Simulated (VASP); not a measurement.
# Hf (I4/mmm) in VASP: notebook, part 3 of 3

VASP 6.6.1.

**4. Electric field gradients, LDA (zz strain of +3 %)**

Contents of INCAR:

```
SYSTEM = Hf
ALGO     = Normal         ! electronic algorithm
EDIFF    = 1E-8           ! SCF threshold, eV
ENCUT    = 520            ! plane-wave cutoff, eV
GGA      = CA             ! functional
ISIF     = 2              ! what is computed and relaxed
ISMEAR   = -1             ! smearing method
LASPH    = .TRUE.         ! aspherical terms in the spheres
LCHARG   = .FALSE.        ! write CHGCAR
LEFG     = .TRUE.       
LREAL    = .FALSE.        ! projectors in reciprocal space
LWAVE    = .FALSE.        ! write WAVECAR
NBANDS   = 11             ! bands
NELM     = 80             ! most SCF steps
PREC     = Accurate       ! precision mode
SIGMA    = 0.03           ! smearing width, eV
```

Contents of KPOINTS:

```
k-points
0
G
  13 13 13
  0 0 0
```

Contents of POSCAR:

```
Hf
1.0
    0.0000000000      2.2200000000      2.2866000000
    2.2200000000      0.0000000000      2.2866000000
    2.2200000000      2.2200000000      0.0000000000
Hf
1
Direct
    0.0000000000      0.0000000000      0.0000000000
```

Potentials or basis: VASP PAW LDA potentials, release 64 (Hf_pv).

The run is started by

```sh
cat potpaw_LDA.64/Hf_pv/POTCAR > POTCAR
mpirun -np 1 vasp_std > vasp.out
```

OUTCAR:

```text
SYSTEM = Hf
   EDIFF = 1E-8
   ENCUT = 520
   GGA = CA
   ISIF = 2
   ISMEAR = -1
   LASPH = .TRUE.
   LREAL = .FALSE.
   NELM = 80
   PREC = Accurate

 ion  position               nearest neighbor table
   1  0.000  0.000  0.000-

  LATTYP: Found a body centered tetragonal cell.
 ALAT       =     3.1395541085
 C/A-ratio  =     1.4566399692

  Lattice vectors:

 A1 = (  -2.2200000000,   0.0000000000,   2.2866000000)
 A2 = (   2.2200000000,   0.0000000000,   2.2866000000)
 A3 = (   0.0000000000,   2.2200000000,  -2.2866000000)

Analysis of symmetry for initial positions (statically):
=====================================================================
 Subroutine PRICEL returns:
 Original cell was already a primitive cell.

 Routine SETGRP: Setting up the symmetry group for a
 body centered tetragonal supercell.

 Subroutine GETGRP returns: Found 16 space group operations
 (whereof 16 operations were pure point group operations)
 out of a pool of 16 trial point group operations.

The static configuration has the point symmetry D_4h.

Analysis of symmetry for dynamics (positions and initial velocities):
=====================================================================
 Subroutine PRICEL returns:
 Original cell was already a primitive cell.

 Routine SETGRP: Setting up the symmetry group for a
 body centered tetragonal supercell.

 Subroutine GETGRP returns: Found 16 space group operations
 (whereof 16 operations were pure point group operations)
 out of a pool of 16 trial point group operations.

The dynamic configuration has the point symmetry D_4h.

 Subroutine INISYM returns: Found 16 space group operations
 (whereof 16 operations are pure point group operations),
 and found     1 'primitive' translations

----------------------------------------------------------------------------------------

                                     Primitive cell

  volume of cell :      22.5386

  direct lattice vectors                    reciprocal lattice vectors
     0.000000000  2.220000000  2.286600000    -0.225225225  0.225225225  0.218665267
     2.220000000  0.000000000  2.286600000     0.225225225 -0.225225225  0.218665267
     2.220000000  2.220000000  0.000000000     0.225225225  0.225225225 -0.218665267

  length of vectors
     3.186995381  3.186995381  3.139554108     0.386351269  0.386351269  0.386351269

  position of ions in fractional coordinates (direct lattice)
     0.000000000  0.000000000  0.000000000

  ion indices of the primitive-cell ions
   primitive index   ion index
                 1           1

----------------------------------------------------------------------------------------

 KPOINTS: k-points

Automatic generation of k-mesh.
 Grid dimensions read from file:
 generate k-points for:   13   13   13

 Generating k-lattice:

  Cartesian coordinates                     Fractional coordinates (reciprocal lattice)
    -0.017325017  0.017325017  0.016820405     0.076923077 -0.000000000  0.000000000
     0.017325017 -0.017325017  0.016820405    -0.000000000  0.076923077  0.000000000
[... 73 lines left out ...]
   ISMEAR =    -1;   SIGMA  =   0.03  broadening in eV -4-tet -1-fermi 0-gaus
   EFERMI_NEDOS =   21; number of points for ismear=-14 and -15
   IALGO  =     38    algorithm
   IMIX   =      4    mixing-type and parameters
     AMIX     =   0.40;   BMIX     =  1.00
     AMIX_MAG =   1.60;   BMIX_MAG =  1.00
  volume/ion in A,a.u.               =      22.54       152.10
  Fermi-wavevector in a.u.,A,eV,Ry     =   1.248627  2.359563 21.212433  1.559070
  Thomas-Fermi vector in A             =   2.382705
   LORBIT       =      0    0 simple, 1 ext, 2 COOP (PROOUT), +10 PAW based schemes
   GGA     = CA    functional components
   LHFCALC =     F    Hartree Fock is set to
   AEXX    =    0.0000 exact exchange contribution
   IVDW    =     0    specifies the selected vdW correction
   LEPSILON=     F    determine dielectric tensor
   LRPA    =     F    only Hartree local field effects (RPA)
 non-spin polarized calculation
  energy-cutoff  :      520.00
  volume of cell :       22.54
 maximum number of plane-waves:       621
   NGX = 11   NGY = 11   NGZ = 11

 number of electron      10.0000000 magnetization

 number of electron       9.9999999 magnetization

 Free energy of the ion-electron system (eV)
  ---------------------------------------------------
  ext. energy  EPLUGINS =         0.00000000
  ---------------------------------------------------
  free energy    TOTEN  =       -10.58177606 eV

  energy without entropy =      -10.57715710  energy(sigma->0) =      -10.57946658

 E-fermi :   4.5600     XC(G=0): -11.4390

 val. band max:        4.5584437672   @ k =   0.3077   0.0000   0.0000
 cond. band min:       4.5617042058   @ k =  -0.4615   0.3846   0.1538
 fundamental gap:      0.0032604386
 Fermi energy:         4.5600030078

 k-point     1 :       0.0000    0.0000    0.0000
  band No.  band energies     occupation
      1     -25.3324      2.00000
      2     -25.3299      2.00000
      3     -25.3299      2.00000
      4      -2.5593      2.00000
      5       5.6592      0.00000
      6       6.0040      0.00000
      7       6.0040      0.00000
      8       8.3439      0.00000
      9       8.8468      0.00000
     10      15.9743      0.00000
     11      16.6401      0.00000
[... 309 lines left out ...]
 k-point    24 :       0.4615    0.1538    0.0000
  band No.  band energies     occupation
      1     -26.0288      2.00000
      2     -25.5417      2.00000
      3     -25.4620      2.00000
      4       1.4104      2.00000
      5       4.1450      2.00000
      6       5.0553      0.00000
      7       6.6316      0.00000
      8      10.5004      0.00000
      9      10.7236      0.00000
     10      13.9259      0.00000
     11      16.6472      0.00000

 [... further k-points ...]

------------------------ aborting loop because EDIFF is reached ----------------------------------------

  FORCE on cell =-STRESS in cart. coord.  units (eV):
  Direction    XX          YY          ZZ          XY          YZ          ZX
  --------------------------------------------------------------------------------------
  -------------------------------------------------------------------------------------
  Total       -1.0931823     -1.0931823     -1.3261625      0.0000000     -0.0000000      0.0000000
  in kB      -77.7100200    -77.7100200    -94.2716664      0.0000000     -0.0000000      0.0000000
  external PRESSURE =     -83.2305688 kB  Pullay stress =       0.0000000 kB

 VOLUME and BASIS-vectors are now :
 -----------------------------------------------------------------------------
  energy-cutoff  :      520.00
  volume of cell :       22.54
      direct lattice vectors                 reciprocal lattice vectors
     0.000000000  2.220000000  2.286600000    -0.225225225  0.225225225  0.218665267
     2.220000000  0.000000000  2.286600000     0.225225225 -0.225225225  0.218665267
     2.220000000  2.220000000  0.000000000     0.225225225  0.225225225 -0.218665267

 POSITION                                       TOTAL-FORCE (eV/Angst)
 -----------------------------------------------------------------------------------
      0.00000      0.00000      0.00000         0.000000      0.000000      0.000000
 -----------------------------------------------------------------------------------
    total drift:                               -0.000000      0.000000     -0.000000

  FREE ENERGIE OF THE ION-ELECTRON SYSTEM (eV)
  ---------------------------------------------------
  free  energy   TOTEN  =       -10.5817760589 eV

  energy  without entropy=      -10.5771570997  energy(sigma->0) =      -10.57946658

 Electric field gradients (V/A^2)
---------------------------------------------------------------------
 ion       V_xx      V_yy      V_zz      V_xy      V_xz      V_yz
---------------------------------------------------------------------
   1       8.627     8.627   -17.253    -0.001    -0.000    -0.000
---------------------------------------------------------------------

 Electric field gradients after diagonalization (V/A^2)
 (convention: |V_zz| > |V_xx| > |V_yy|)
----------------------------------------------------------------------
 ion       V_xx      V_yy      V_zz     asymmetry (V_yy - V_xx)/ V_zz
----------------------------------------------------------------------
   1       8.627     8.626   -17.253       0.000
----------------------------------------------------------------------

           NMR quadrupolar parameters

 Cq : quadrupolar parameter    Cq=e*Q*V_zz/h
 eta: asymmetry parameters     (V_yy - V_xx)/ V_zz
 Q  : nuclear electric quadrupole moment in mb (millibarn)
----------------------------------------------------------------------
 ion       Cq(MHz)       eta       Q (mb)
----------------------------------------------------------------------
   1      -0.042       0.000       1.000
----------------------------------------------------------------------
```

Wall time 21 s (1 thread of Intel Xeon Platinum 8259CL at 2.50GHz (Skylake/Cascade Lake), shared host); peak memory 0.16 GiB.

What came out:

```yaml
Free_energy: -10.5818 eV
Pressure: -8.3 GPa
Band_gap_on_the_k_mesh: zero (band 5 reaches 5.68 eV, above the bottom of band 6 at 3.91 eV)
```

Levels at points of the mesh, in eV from the Fermi level:
| k point | band 2 | band 3 | band 4 | band 5 | band 6 | band 7 | band 8 | band 9 |
| --- | --- | --- | --- | --- | --- | --- | --- | --- |
| (0.00, 0.00, 0.00) | -29.89 | -29.89 | -7.12 | 1.10 | 1.44 | 1.44 | 3.78 | 4.29 |

Electric field gradients, principal values (V/Å²):
| atom | least | middle | greatest (by size) |
| --- | --- | --- | --- |
| 1 Hf | 8.626 | 8.627 | -17.253 |

Caveat: the cell differs from its parent crystal (zz strain of +3 %); without QUAD_EFG the Cq values of the log hold for a quadrupole moment of 1 mb, not for the nuclei; spin-orbit coupling is left out, which moves the levels of the heavy elements.

**5. Electric field gradients, LDA (zz strain of +2 %)**

Contents of INCAR:

```
SYSTEM = Hf
  PREC = Accurate
  ENCUT = 520
  EDIFF = 1E-8
  ISMEAR = -1
  SIGMA = 0.03
  LREAL = .False.
  LASPH = .True.
  NELM = 60
  ALGO = Normal
  ISIF = 2
  LWAVE = .False.
  LCHARG = .False.
  LEFG = .True.
  NBANDS = 11
```

Contents of KPOINTS:

```
regular mesh
0
Gamma
  13 13 13
  0 0 0
```

Contents of POSCAR:

```
Hf
1.0
    0.0000000000      2.2200000000      2.2644000000
    2.2200000000      0.0000000000      2.2644000000
    2.2200000000      2.2200000000      0.0000000000
Hf
1
Direct
    0.0000000000      0.0000000000      0.0000000000
```

Potentials or basis: VASP PAW LDA potentials, release 64 (Hf_pv).

The run is started by

```sh
cat potpaw_LDA.64/Hf_pv/POTCAR > POTCAR
mpirun -np 1 vasp_std > vasp.out
```

OUTCAR:

```text
SYSTEM = Hf
   PREC = Accurate
   ENCUT = 520
   EDIFF = 1E-8
   ISMEAR = -1
   LREAL = .False.
   LASPH = .True.
   NELM = 60
   ISIF = 2

 ion  position               nearest neighbor table
   1  0.000  0.000  0.000-

  LATTYP: Found a body centered tetragonal cell.
 ALAT       =     3.1395541085
 C/A-ratio  =     1.4424978336

  Lattice vectors:

 A1 = (  -2.2200000000,   0.0000000000,   2.2644000000)
 A2 = (   2.2200000000,   0.0000000000,   2.2644000000)
 A3 = (   0.0000000000,   2.2200000000,  -2.2644000000)

Analysis of symmetry for initial positions (statically):
=====================================================================
 Subroutine PRICEL returns:
 Original cell was already a primitive cell.

 Routine SETGRP: Setting up the symmetry group for a
 body centered tetragonal supercell.

 Subroutine GETGRP returns: Found 16 space group operations
 (whereof 16 operations were pure point group operations)
 out of a pool of 16 trial point group operations.

The static configuration has the point symmetry D_4h.

Analysis of symmetry for dynamics (positions and initial velocities):
=====================================================================
 Subroutine PRICEL returns:
 Original cell was already a primitive cell.

 Routine SETGRP: Setting up the symmetry group for a
 body centered tetragonal supercell.

 Subroutine GETGRP returns: Found 16 space group operations
 (whereof 16 operations were pure point group operations)
 out of a pool of 16 trial point group operations.

The dynamic configuration has the point symmetry D_4h.

 Subroutine INISYM returns: Found 16 space group operations
 (whereof 16 operations are pure point group operations),
 and found     1 'primitive' translations

[... 152 lines left out ...]
      3     -25.2265      2.00000
      4      -2.5237      2.00000
      5       5.8043      0.00000
      6       6.0365      0.00000
      7       6.0365      0.00000
      8       8.5390      0.00000
      9       8.8770      0.00000
     10      16.0683      0.00000
     11      16.7429      0.00000
[... 309 lines left out ...]
 k-point    24 :       0.4615    0.1538    0.0000
  band No.  band energies     occupation
      1     -25.9516      2.00000
      2     -25.4403      2.00000
      3     -25.3690      2.00000
      4       1.4730      2.00000
      5       4.2117      2.00000
      6       5.1662      0.00000
      7       6.6531      0.00000
      8      10.6183      0.00000
      9      10.8866      0.00000
     10      14.1173      0.00000
     11      16.7504      0.00000

 [... further k-points ...]
[... 5 lines left out ...]
  --------------------------------------------------------------------------------------
  -------------------------------------------------------------------------------------
  Total       -0.9873728     -0.9873728     -1.1229353      0.0000000      0.0000000     -0.0000000
  in kB      -70.8765661    -70.8765661    -80.6076468      0.0000000      0.0000000     -0.0000000
  external PRESSURE =     -74.1202597 kB  Pullay stress =       0.0000000 kB

 VOLUME and BASIS-vectors are now :
 -----------------------------------------------------------------------------
  energy-cutoff  :      520.00
  volume of cell :       22.32
      direct lattice vectors                 reciprocal lattice vectors
     0.000000000  2.220000000  2.264400000    -0.225225225  0.225225225  0.220809044
     2.220000000  0.000000000  2.264400000     0.225225225 -0.225225225  0.220809044
     2.220000000  2.220000000  0.000000000     0.225225225  0.225225225 -0.220809044

 POSITION                                       TOTAL-FORCE (eV/Angst)
 -----------------------------------------------------------------------------------
      0.00000      0.00000      0.00000        -0.000000      0.000000      0.000000
 -----------------------------------------------------------------------------------
    total drift:                                0.000000      0.000000      0.000000

  FREE ENERGIE OF THE ION-ELECTRON SYSTEM (eV)
  ---------------------------------------------------
  free  energy   TOTEN  =       -10.5937011068 eV

  energy  without entropy=      -10.5890896720  energy(sigma->0) =      -10.59139539

 Electric field gradients (V/A^2)
---------------------------------------------------------------------
 ion       V_xx      V_yy      V_zz      V_xy      V_xz      V_yz
---------------------------------------------------------------------
   1       6.900     6.900   -13.799    -0.001    -0.000    -0.000
---------------------------------------------------------------------

 Electric field gradients after diagonalization (V/A^2)
 (convention: |V_zz| > |V_xx| > |V_yy|)
----------------------------------------------------------------------
 ion       V_xx      V_yy      V_zz     asymmetry (V_yy - V_xx)/ V_zz
----------------------------------------------------------------------
   1       6.900     6.899   -13.799       0.000
----------------------------------------------------------------------

           NMR quadrupolar parameters

 Cq : quadrupolar parameter    Cq=e*Q*V_zz/h
 eta: asymmetry parameters     (V_yy - V_xx)/ V_zz
 Q  : nuclear electric quadrupole moment in mb (millibarn)
----------------------------------------------------------------------
 ion       Cq(MHz)       eta       Q (mb)
----------------------------------------------------------------------
   1      -0.033       0.000       1.000
----------------------------------------------------------------------
```

OSZICAR:

```text
N       E                     dE             d eps       ncg     rms          rms(c)
DAV:   1     0.119940051284E+02    0.11994E+02   -0.57643E+03  4360   0.843E+02
DAV:   2    -0.105366490212E+02   -0.22531E+02   -0.21839E+02  5419   0.153E+02
DAV:   3    -0.109616545661E+02   -0.42501E+00   -0.41924E+00  5428   0.145E+01
DAV:   4    -0.109632726774E+02   -0.16181E-02   -0.16178E-02  5065   0.107E+00
DAV:   5    -0.109632808135E+02   -0.81361E-05   -0.81362E-05  5418   0.680E-02    0.454E+01
DAV:   6    -0.106903525841E+02    0.27293E+00   -0.22250E-01  4975   0.335E+00    0.269E+01
DAV:   7    -0.105979514657E+02    0.92401E-01   -0.33936E-01  4945   0.393E+00    0.142E+00
DAV:   8    -0.105936738571E+02    0.42776E-02   -0.23731E-02  4973   0.107E+00    0.197E-01
DAV:   9    -0.105937022621E+02   -0.28405E-04   -0.32656E-04  5089   0.144E-01    0.546E-02
DAV:  10    -0.105937019136E+02    0.34856E-06   -0.18543E-05  5064   0.311E-02    0.504E-02
DAV:  11    -0.105937011037E+02    0.80982E-06   -0.20871E-06  5071   0.110E-02    0.344E-03
DAV:  12    -0.105937011068E+02   -0.30763E-08   -0.30589E-08  5055   0.160E-03
   1 F= -.10593701E+02 E0= -.10591395E+02  d E =-.461143E-02
```

stdout:

```text
POSCAR found type information on POSCAR Hf
 POSCAR found :  1 types and       1 ions
 scaLAPACK will be used
 LDA part: xc-table for (Slater(with rela. corr.)+CA(PZ))
 , standard interpolation
 POSCAR, INCAR and KPOINTS ok, starting setup
 FFT: planning ... GRIDC
 FFT: planning ... GRID_SOFT
 FFT: planning ... GRID
 WAVECAR not read
 entering main loop
ion   1
```

Run time: 21 s. Hardware: 1 thread of Intel Xeon Platinum 8259CL at 2.50GHz (Skylake/Cascade Lake), shared host; peak memory 0.16 GiB.

Results:

```
Free energy            : -10.5937 eV
Pressure               : -7.4 GPa
Band gap on the k mesh : zero (band 5 reaches 5.80 eV, above the bottom of band 6 at 4.01 eV)
```

Electric field gradients, principal values (V/Å²):
| atom | least | middle | greatest (by size) |
| --- | --- | --- | --- |
| 1 Hf | 6.899 | 6.900 | -13.799 |

Caveat: the cell differs from its parent crystal (zz strain of +2 %); without QUAD_EFG the Cq values of the log hold for a quadrupole moment of 1 mb, not for the nuclei; spin-orbit coupling is left out, which moves the levels of the heavy elements.

**6. Overview**

```tsv
cell	gap on the mesh (eV)	pressure (GPa)
a = 3.155, b = 3.155, c = 3.140 Å, angles 60.2, 60.2, 59.7°, 1 atom	none	-6.5
a = 3.187, b = 3.187, c = 3.140 Å, angles 60.5, 60.5, 59.0°, 1 atom	none	-8.3
a = 3.171, b = 3.171, c = 3.140 Å, angles 60.3, 60.3, 59.3°, 1 atom	none	-7.4
```

Alike in all rows: task electric field gradients; level LDA; potentials or basis VASP PAW LDA potentials, release 64 (Hf_pv); no spin polarisation; k mesh 13 × 13 × 13; cutoff (eV) 520; smearing fermi-dirac 0.03 eV.

Caveats: spin-orbit coupling is left out, which moves the levels of the heavy elements.

Absolute energies hang on the potentials; compare differences alone.
